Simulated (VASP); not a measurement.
# Ba: single point with r2SCAN

Ba:

```
Ba
1.0
     3.91772    0.00000    0.00000
     0.00000    3.91772    0.00000
     0.00000    0.00000    3.91772
Ba
1
Direct
  0.00000 0.00000 0.00000
```

| Item | Value |
| --- | --- |
| Program | VASP 6.6.1 |
| Task | single point |
| Functional | r2SCAN |
| Potentials or basis | VASP PAW PBE potentials, release 64 (Ba_sv) |
| Cutoff | 520 eV |
| k mesh | 9 × 9 × 9 |
| Occupations | fermi-dirac, width 0.05 eV |
| Spin | no spin polarisation |

* Pressure: 0.1 GPa
* Band gap on the k mesh: 0.15 eV, direct

Levels at points of the mesh, in eV from the valence-band top:
```csv
k point,band 2,band 3,band 4,band 5,band 6,band 7,band 8,band 9
"(0.00, 0.00, 0.00)",-14.52,-14.52,-14.52,-2.57,0.30,0.30,5.35,5.35
```

Wall time 45 s on 1 thread of Intel(R) Xeon(R) Platinum 8559C (Emerald Rapids), on a shared host, peak memory 0.18 GiB.

Caveat: the PAW data sets were made with another functional, which shifts forces and pressure a little; spin-orbit coupling is left out, which moves the levels of the heavy elements. A k mesh can miss the band edges.
